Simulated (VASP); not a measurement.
# Sc (P6_3/mmc) in VASP: further runs

Runs on Sc. Level: PBEsol. Tasks: single point, relaxation of cell and atoms.

All numbers are computed with VASP 6.6.1; they aren't measurements. Logs are shortened: lines on timing, memory, paths and dates and some standing lists are left out, and cuts for length are marked.

### 1 The cell of the first run

The structure is hexagonal, space group P6_3/mmc (No. 194). The conventional cell has a = 3.276 Å, b = 3.276 Å, c = 5.094 Å, α = 90.00°, β = 90.00°, γ = 120.00°. Within 4.2 Å of Sc (site symmetry -6m2) lie 12 Sc at 3.17 to 3.28 Å.

### 2 Single point, PBEsol

The input, INCAR:

```
SYSTEM = Sc
PREC = Accurate
ENCUT = 520
EDIFF = 1E-6
ISMEAR = -1
SIGMA = 0.05
LREAL = .FALSE.
LASPH = .TRUE.
NELM = 60
ALGO = Normal
ISIF = 2
LWAVE = .FALSE.
LCHARG = .FALSE.
GGA = PS
NBANDS = 18
```

The input, KPOINTS:

```
Automatic mesh
0
G
  9 9 5
  0 0 0
```

The input, POSCAR:

```
Sc
1.0
    3.2760668394      0.0000000000      0.0000000000
   -1.6380334197      2.8371571074      0.0000000000
    0.0000000000      0.0000000000      5.0936600400
Sc
2
Direct
    0.6666666667      0.3333333333      0.7500000000
    0.3333333333      0.6666666667      0.2500000000
```

Potentials or basis: VASP PAW PBE potentials, release 64 (Sc_sv).

The run is started by

```console
cat potpaw_PBE.64/Sc_sv/POTCAR > POTCAR
mpirun -np 1 vasp_std > vasp.out
```

OUTCAR:

```text
SYSTEM = Sc
   PREC = Accurate
   ENCUT = 520
   EDIFF = 1E-6
   ISMEAR = -1
   LREAL = .FALSE.
   LASPH = .TRUE.
   NELM = 60
   ISIF = 2
   GGA = PS

 ion  position               nearest neighbor table
   1  0.667  0.333  0.750-   2 3.17   2 3.17   2 3.17   2 3.17   2 3.17   2 3.17
   2  0.333  0.667  0.250-   1 3.17   1 3.17   1 3.17   1 3.17   1 3.17   1 3.17

  LATTYP: Found a hexagonal cell.
 ALAT       =     3.2760668394
 C/A-ratio  =     1.5548095597

  Lattice vectors:

 A1 = (   3.2760668394,   0.0000000000,   0.0000000000)
 A2 = (  -1.6380334197,   2.8371571074,   0.0000000000)
 A3 = (   0.0000000000,   0.0000000000,   5.0936600400)

Analysis of symmetry for initial positions (statically):
=====================================================================
 Subroutine PRICEL returns:
 Original cell was already a primitive cell.

 Routine SETGRP: Setting up the symmetry group for a
 hexagonal supercell.

 Subroutine GETGRP returns: Found 24 space group operations
 (whereof 12 operations were pure point group operations)
 out of a pool of 24 trial point group operations.

The static configuration has the point symmetry D_3d.
 The point group associated with its full space group is D_6h.

Analysis of symmetry for dynamics (positions and initial velocities):
=====================================================================
 Subroutine PRICEL returns:
 Original cell was already a primitive cell.

 Routine SETGRP: Setting up the symmetry group for a
 hexagonal supercell.

 Subroutine GETGRP returns: Found 24 space group operations
 (whereof 12 operations were pure point group operations)
 out of a pool of 24 trial point group operations.

The dynamic configuration has the point symmetry D_3d.
 The point group associated with its full space group is D_6h.

 Subroutine INISYM returns: Found 24 space group operations
 (whereof 12 operations are pure point group operations),
 and found     1 'primitive' translations

----------------------------------------------------------------------------------------

                                     Primitive cell

  volume of cell :      47.3441

  direct lattice vectors                    reciprocal lattice vectors
     3.276066839  0.000000000  0.000000000     0.305244077  0.176232750  0.000000000
    -1.638033420  2.837157107  0.000000000     0.000000000  0.352465501  0.000000000
     0.000000000  0.000000000  5.093660040     0.000000000  0.000000000  0.196322486

  length of vectors
     3.276066839  3.276066839  5.093660040     0.352465501  0.352465501  0.196322486

  position of ions in fractional coordinates (direct lattice)
     0.666666667  0.333333333  0.750000000
     0.333333333  0.666666667  0.250000000

  ion indices of the primitive-cell ions
   primitive index   ion index
                 1           1
                 2           2

----------------------------------------------------------------------------------------

 KPOINTS: Automatic mesh

Automatic generation of k-mesh.
 Grid dimensions read from file:
 generate k-points for:    9    9    5

 Generating k-lattice:

  Cartesian coordinates                     Fractional coordinates (reciprocal lattice)
     0.033916009  0.019581417  0.000000000     0.111111111 -0.000000000  0.000000000
     0.000000000  0.039162833  0.000000000     0.000000000  0.111111111  0.000000000
     0.000000000  0.000000000  0.039264497     0.000000000  0.000000000  0.200000000

  Length of vectors
     0.039162833  0.039162833  0.039264497

  Shift w.r.t. Gamma in fractional coordinates (k-lattice)
     0.000000000  0.000000000  0.000000000

 Subroutine IBZKPT returns following result:
 ===========================================

 Found     36 irreducible k-points:

 Following reciprocal coordinates:
            Coordinates               Weight
  0.000000  0.000000  0.000000      1.000000
  0.111111 -0.000000  0.000000      6.000000
  0.222222  0.000000  0.000000      6.000000
  0.333333  0.000000  0.000000      6.000000
  0.444444  0.000000  0.000000      6.000000
  0.111111  0.111111  0.000000      6.000000
[... 16 lines left out ...]
  0.333333  0.222222  0.200000     24.000000
  0.333333  0.333333  0.200000      4.000000
 [... further k-points ...]
   k-points           NKPTS =     36   k-points in BZ     NKDIM =     36   number of bands    NBANDS=     18
   number of dos      NEDOS =    301   number of ions     NIONS =      2
   total plane-waves  NPLWV =  23040
   dimension x,y,z NGX =    24 NGY =   24 NGZ =   40
   dimension x,y,z NGXF=    48 NGYF=   48 NGZF=   80
   ions per type =               2
   NGX,Y,Z   is equivalent  to a cutoff of  12.18, 12.18, 13.06 a.u.
   NGXF,Y,Z  is equivalent  to a cutoff of  24.36, 24.36, 26.11 a.u.
 SYSTEM =  Sc
   PREC   = accura    normal or accurate (medium, high low for compatibility)
   ISTART =      0    job   : 0-new  1-cont  2-samecut
   ICHARG =      2    charge: 1-file 2-atom 10-const
   ISPIN  =      1    spin polarized calculation?
   LNONCOLLINEAR =      F non collinear calculations
   LSORBIT =      F    spin-orbit coupling
   LASPH  =      T    aspherical Exc in radial PAW
   ENCUT  =  520.0 eV  38.22 Ry    6.18 a.u.   6.09  6.09  9.47*2*pi/ulx,y,z
   NELM   =     60;   NELMIN=  2; NELMDL= -5     # of ELM steps
   EDIFF  = 0.1E-05   stopping-criterion for ELM
   LREAL  =      F    real-space projection
   EDIFFG = 0.1E-04   stopping-criterion for IOM
   NSW    =      0    number of steps for IOM
   IBRION =     -1    ionic relax: 0-MD 1-quasi-New 2-CG
   NFREE  =      0    steps in history (QN), initial steepest desc. (CG)
   ISIF   =      2    stress and relaxation
   ISYM   =      2    0-nonsym 1-usesym 2-fastsym
   POTIM  = 0.5000    time-step for ionic-motion
   TEBEG  =    0.0;   TEEND  =   0.0 temperature during run
   PSTRESS=    0.0 pullay stress
   NELECT =      22.0000    total number of electrons
   NUPDOWN=      -1.0000    fix difference up-down
   EMIN   =  10.00;   EMAX   =-10.00  energy-range for DOS
   EFERMI =   0.00;   METHOD = LEGACY
   ISMEAR =    -1;   SIGMA  =   0.05  broadening in eV -4-tet -1-fermi 0-gaus
   EFERMI_NEDOS =   21; number of points for ismear=-14 and -15
   IALGO  =     38    algorithm
   IMIX   =      4    mixing-type and parameters
     AMIX     =   0.40;   BMIX     =  1.00
     AMIX_MAG =   1.60;   BMIX_MAG =  1.00
  volume/ion in A,a.u.               =      23.67       159.75
  Fermi-wavevector in a.u.,A,eV,Ry     =   1.268023  2.396215 21.876557  1.607882
  Thomas-Fermi vector in A             =   2.401140
   LORBIT       =      0    0 simple, 1 ext, 2 COOP (PROOUT), +10 PAW based schemes
   GGA     = PS    functional components
   LHFCALC =     F    Hartree Fock is set to
   AEXX    =    0.0000 exact exchange contribution
   IVDW    =     0    specifies the selected vdW correction
   LEPSILON=     F    determine dielectric tensor
   LRPA    =     F    only Hartree local field effects (RPA)
 non-spin polarized calculation
  energy-cutoff  :      520.00
  volume of cell :       47.34
 maximum number of plane-waves:      1296
   NGX = 13   NGY = 13   NGZ = 19

 number of electron      22.0000007 magnetization

 Free energy of the ion-electron system (eV)
  ---------------------------------------------------
  ext. energy  EPLUGINS =         0.00000000
  ---------------------------------------------------
  free energy    TOTEN  =       -13.22635830 eV

  energy without entropy =      -13.19226861  energy(sigma->0) =      -13.20931345

 E-fermi :   3.8152     XC(G=0): -10.1561

 val. band max:        3.7905834568   @ k =   0.3333   0.1111   0.4000
 cond. band min:       3.8158858154   @ k =   0.4444   0.1111   0.4000
 fundamental gap:      0.0253023586
 Fermi energy:         3.8152133253

 k-point     1 :       0.0000    0.0000    0.0000
  band No.  band energies     occupation
      1     -45.2911      2.00000
      2     -45.2042      2.00000
      3     -24.2521      2.00000
      4     -23.8521      2.00000
      5     -23.8521      2.00000
      6     -23.7746      2.00000
[... 10 lines left out ...]
     17       6.1998      0.00000
     18       6.1998      0.00000

 k-point     2 :       0.1111   -0.0000    0.0000
  band No.  band energies     occupation
      1     -45.2842      2.00000
      2     -45.2020      2.00000
      3     -24.2335      2.00000
      4     -23.8871      2.00000
      5     -23.8642      2.00000
      6     -23.8113      2.00000
[... 10 lines left out ...]
     17       6.0338      0.00000
     18       6.1059      0.00000

 k-point     3 :       0.2222    0.0000    0.0000
  band No.  band energies     occupation
      1     -45.2661      2.00000
      2     -45.1971      2.00000
      3     -24.1823      2.00000
      4     -23.9766      2.00000
      5     -23.9011      2.00000
      6     -23.8936      2.00000
[... 10 lines left out ...]
     17       6.4863      0.00000
     18       6.6017      0.00000

 k-point     4 :       0.3333    0.0000    0.0000
  band No.  band energies     occupation
      1     -45.2434      2.00000
      2     -45.1935      2.00000
      3     -24.1121      2.00000
      4     -24.0801      2.00000
      5     -23.9983      2.00000
      6     -23.9252      2.00000
[... 10 lines left out ...]
     17       7.1397      0.00000
     18       7.2582      0.00000

 k-point     5 :       0.4444    0.0000    0.0000
  band No.  band energies     occupation
      1     -45.2257      2.00000
      2     -45.1940      2.00000
      3     -24.1481      2.00000
      4     -24.0595      2.00000
      5     -24.0495      2.00000
      6     -23.9453      2.00000
[... 10 lines left out ...]
     17       7.8551      0.00000
     18       8.0642      0.00000

 k-point     6 :       0.1111    0.1111    0.0000
  band No.  band energies     occupation
      1     -45.2717      2.00000
      2     -45.1985      2.00000
      3     -24.1985      2.00000
      4     -23.9388      2.00000
      5     -23.9106      2.00000
      6     -23.8524      2.00000
[... 10 lines left out ...]
     17       6.2304      0.00000
     18       6.5329      0.00000

 k-point     7 :       0.2222    0.1111    0.0000
  band No.  band energies     occupation
      1     -45.2512      2.00000
      2     -45.1943      2.00000
      3     -24.1372      2.00000
      4     -24.0271      2.00000
      5     -23.9835      2.00000
      6     -23.9027      2.00000
[... 10 lines left out ...]
     17       6.8002      0.00000
     18       7.2001      0.00000

 k-point     8 :       0.3333    0.1111    0.0000
  band No.  band energies     occupation
      1     -45.2303      2.00000
      2     -45.1934      2.00000
      3     -24.1131      2.00000
      4     -24.0670      2.00000
      5     -24.0373      2.00000
      6     -23.9485      2.00000
[... 10 lines left out ...]
     17       7.5184      0.00000
     18       7.9657      0.00000
[... 229 lines left out ...]
     17       6.9684      0.00000
     18       7.1469      0.00000

 k-point    20 :       0.3333    0.1111    0.2000
  band No.  band energies     occupation
      1     -45.2268      2.00000
      2     -45.1970      2.00000
      3     -24.1576      2.00000
      4     -24.0820      2.00000
      5     -23.9916      2.00000
      6     -23.9376      2.00000
[... 10 lines left out ...]
     17       7.5244      0.00000
     18       7.6528      0.00000

 k-point    21 :       0.4444    0.1111    0.2000
  band No.  band energies     occupation
      1     -45.2177      2.00000
      2     -45.1975      2.00000
      3     -24.1788      2.00000
      4     -24.1022      2.00000
      5     -23.9929      2.00000
      6     -23.9342      2.00000
[... 10 lines left out ...]
     17       7.7045      0.00000
     18       7.9088      0.00000

 k-point    22 :       0.2222    0.2222    0.2000
  band No.  band energies     occupation
      1     -45.2284      2.00000
      2     -45.1970      2.00000
      3     -24.1295      2.00000
      4     -24.0824      2.00000
      5     -23.9696      2.00000
      6     -23.9615      2.00000
[... 10 lines left out ...]
     17       7.4495      0.00000
     18       7.6766      0.00000

 k-point    23 :       0.3333    0.2222    0.2000
  band No.  band energies     occupation
      1     -45.2140      2.00000
      2     -45.1982      2.00000
      3     -24.1371      2.00000
      4     -24.0921      2.00000
      5     -24.0229      2.00000
      6     -23.9371      2.00000
[... 10 lines left out ...]
     17       7.4739      0.00000
     18       7.9048      0.00000

 k-point    24 :       0.3333    0.3333    0.2000
  band No.  band energies     occupation
      1     -45.2038      2.00000
      2     -45.2038      2.00000
      3     -24.0886      2.00000
      4     -24.0850      2.00000
      5     -24.0850      2.00000
      6     -23.9518      2.00000
[... 10 lines left out ...]
     17       7.6046      0.00000
     18       7.6046      0.00000

 [... further k-points ...]

------------------------ aborting loop because EDIFF is reached ----------------------------------------

  FORCE on cell =-STRESS in cart. coord.  units (eV):
  Direction    XX          YY          ZZ          XY          YZ          ZX
  --------------------------------------------------------------------------------------
  -------------------------------------------------------------------------------------
  Total       -0.0000847     -0.0000847     -0.0044154      0.0000000      0.0000000      0.0000000
  in kB       -0.0028659     -0.0028659     -0.1494235      0.0000000      0.0000000      0.0000000
  external PRESSURE =      -0.0517184 kB  Pullay stress =       0.0000000 kB

 VOLUME and BASIS-vectors are now :
 -----------------------------------------------------------------------------
  energy-cutoff  :      520.00
  volume of cell :       47.34
      direct lattice vectors                 reciprocal lattice vectors
     3.276066839  0.000000000  0.000000000     0.305244077  0.176232750  0.000000000
    -1.638033420  2.837157107  0.000000000     0.000000000  0.352465501  0.000000000
     0.000000000  0.000000000  5.093660040     0.000000000  0.000000000  0.196322486

 POSITION                                       TOTAL-FORCE (eV/Angst)
 -----------------------------------------------------------------------------------
      1.63803      0.94572      3.82025        -0.000000     -0.000000      0.000000
     -0.00000      1.89144      1.27342         0.000000      0.000000      0.000000
 -----------------------------------------------------------------------------------
    total drift:                                0.000000     -0.000000      0.000000

  FREE ENERGIE OF THE ION-ELECTRON SYSTEM (eV)
  ---------------------------------------------------
  free  energy   TOTEN  =       -13.2263583011 eV

  energy  without entropy=      -13.1922686052  energy(sigma->0) =      -13.20931345
```

Wall time 10 s (1 thread of Intel Xeon 6975P-C (Granite Rapids), shared host); peak memory 0.17 GiB.

Results:

```
Free energy            : -13.2264 eV
Pressure               : 0.0 GPa
Band gap on the k mesh : zero (bands 11 and 12 overlap by 1.34 eV)
```

Levels at points of the mesh, in eV from the Fermi level:
```tsv
k point	band 9	band 10	band 11	band 12	band 13	band 14
(0.00, 0.00, 0.00)	-5.21	-1.70	0.73	1.63	1.63	1.92
```

Caveat: the PAW data sets were made with another functional, which shifts forces and pressure a little.

### 3 Relaxation of cell and atoms, PBEsol, target pressure 20 GPa, at which the enthalpy is minimised

This run uses another cell than the first one, of 25.00 Å³/atom.

The input, INCAR:

```
PREC = Accurate
ENCUT = 600
EDIFF = 1E-6
ISMEAR = -1
SIGMA = 0.05
LREAL = F
LASPH = T
NELM = 60
ALGO = Normal
ISIF = 3
LWAVE = F
LCHARG = F
GGA = PS
IBRION = 2
NSW = 80
EDIFFG = -0.01
PSTRESS = 200.0
```

The input, KPOINTS:

```
Automatic mesh
0
Gamma
  9 9 5
```

The input, POSCAR:

```
Sc
1.0
    3.3090000000      0.0000000000      0.0000000000
   -1.6545000000      2.8656780611      0.0000000000
    0.0000000000      0.0000000000      5.2733000000
Sc
2
Direct
    0.6666666667      0.3333333333      0.7500000000
    0.3333333333      0.6666666667      0.2500000000
```

Potentials or basis: VASP PAW PBE potentials, release 64 (Sc_sv).

The run is started by

```console
cat potpaw_PBE.64/Sc_sv/POTCAR > POTCAR
mpirun -np 1 vasp_std > vasp.out
```

Wall time 88 s (1 thread of Intel Xeon 6975P-C (Granite Rapids), shared host); peak memory 0.21 GiB.

It converged, with:

```
Free energy                                                : -12.6879 eV
Relaxed volume                                             : 18.63 Å³/atom
Relaxed cell                                               : a = 3.028 Å, b = 3.028 Å, c = 4.693 Å, α = 90.00°, β = 90.00°, γ = 120.00°
Space group after relaxing (to 0.1 Å)                      : P6_3/mmc (No. 194)
Energy change on relaxing (the run minimises the enthalpy) : +256.2 meV/atom
Ionic steps                                                : 9
Pressure after relaxing                                    : 20.0 GPa
Band gap on the k mesh                                     : zero (bands 11 and 12 overlap by 2.24 eV)
```

The path:
```csv
step,energy change (eV),largest force (eV/Å),pressure (GPa),volume (Å³)
1,0.0000,0.0000,-2.77,50.00
2,2.5757,0.0000,60.99,28.44
3,0.4673,0.0000,18.71,37.66
4,0.5168,0.0000,19.90,37.25
5,0.5458,0.0000,20.58,37.02
6,0.5023,0.0000,19.68,37.35
7,0.4902,0.0000,19.41,37.44
8,0.5147,0.0000,20.02,37.24
9,0.5123,0.0000,19.97,37.26
```

Final structure:
```xyz
2
Lattice="3.0276 0.0000 0.0000 -1.5138 2.6220 0.0000 0.0000 0.0000 4.6934" Properties=species:S:1:pos:R:3 pbc="T T T"
Sc    1.5138    0.8740    3.5201
Sc    0.0000    1.7480    1.1734
```

Levels at points of the mesh, in eV from the Fermi level:
| k point | band 8 | band 9 | band 10 | band 11 | band 12 | band 13 | band 14 | band 15 |
| --- | --- | --- | --- | --- | --- | --- | --- | --- |
| (0.00, 0.00, 0.00) | -26.71 | -5.51 | -2.07 | 1.60 | 1.89 | 1.89 | 2.32 | 2.57 |

Caveat: the cell is relaxed towards a set pressure, so the run minimises the enthalpy, not the energy; the volume moved by over 15 % at a fixed basis, so the end points are rough; the PAW data sets were made with another functional, which shifts forces and pressure a little.

The gap in the log of VASP goes by the Fermi energy; the results here count the filled bands.